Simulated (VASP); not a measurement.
A run of VASP 6.6.1:

File INCAR:

```
  PREC = Accurate
  ENCUT = 520
  EDIFF = 1E-6
  ISMEAR = -1
  SIGMA = 0.05
  LREAL = F
  LASPH = T
  NELM = 80
  ALGO = Normal
  ISIF = 2
  LWAVE = F
  LCHARG = F
  GGA = PS
  NBANDS = 12
```

Contents of KPOINTS:

```
Automatic mesh
0
Gamma
  16 16 16
```

File POSCAR:

```
Au
1.0
    0.0000000000      2.0416341873      2.0416341873
    2.0416341873      0.0000000000      2.0416341873
    2.0416341873      2.0416341873      0.0000000000
Au
1
Direct
    0.0000000000      0.0000000000      0.0000000000
```

Potentials or basis: VASP PAW PBE potentials, release 64 (Au).

Run with:

```sh
$ cat potpaw_PBE.64/Au/POTCAR > POTCAR
$ mpirun -np 1 vasp_std > vasp.out
```

Hardware: 1 thread of AMD EPYC 7R13 Processor (Zen 3) (shared host).

Task: Estimate the wall time of this run.

Result: Wall time 22 s on 1 thread of AMD EPYC 7R13 Processor (Zen 3), with other jobs on the host, peak memory 0.13 GiB. Counts: scf iterations 11, k points 145.
